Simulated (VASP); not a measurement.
The system is Ge.

```
Ge
1.0
     1.48805   -2.59469    0.00000
     1.48805    2.59469    0.00000
     0.00000    0.00000    4.72760
Ge
2
Direct
  0.33345 0.66655 0.25000
  0.66655 0.33345 0.75000
```

This isn't the form of Ge at room conditions, which is diamond.

Program: VASP 6.6.1. Alike in all runs: task single point; no spin polarisation; cell as given; cutoff (eV) 520.

**Question.** Order these runs on this cell by their pressure, lowest first.
A. level PBE; potentials or basis VASP PAW PBE potentials, release 64 (Ge_d); k mesh 10 × 10 × 6; smearing gaussian 0.02 eV
B. level LDA; potentials or basis VASP PAW LDA potentials, release 64 (Ge_d); k mesh 10 × 10 × 6; smearing fermi-dirac 0.05 eV
C. level PBE-based screened hybrid with 25 % exact exchange; potentials or basis VASP PAW PBE potentials, release 64 (Ge_d); k mesh 5 × 5 × 3; smearing fermi-dirac 0.05 eV; grid for exact exchange (PRECFOCK) Normal; share of exact exchange 0.25; screening parameter 0.15 1/Å

**Answer.** B (-1.2 GPa), C (2.5 GPa), A (4.4 GPa).

Caveats: some runs use coarse meshes; the cell stands under pressure (at least some runs); the PAW data sets were made with another functional, which shifts forces and pressure a little (at least some runs).
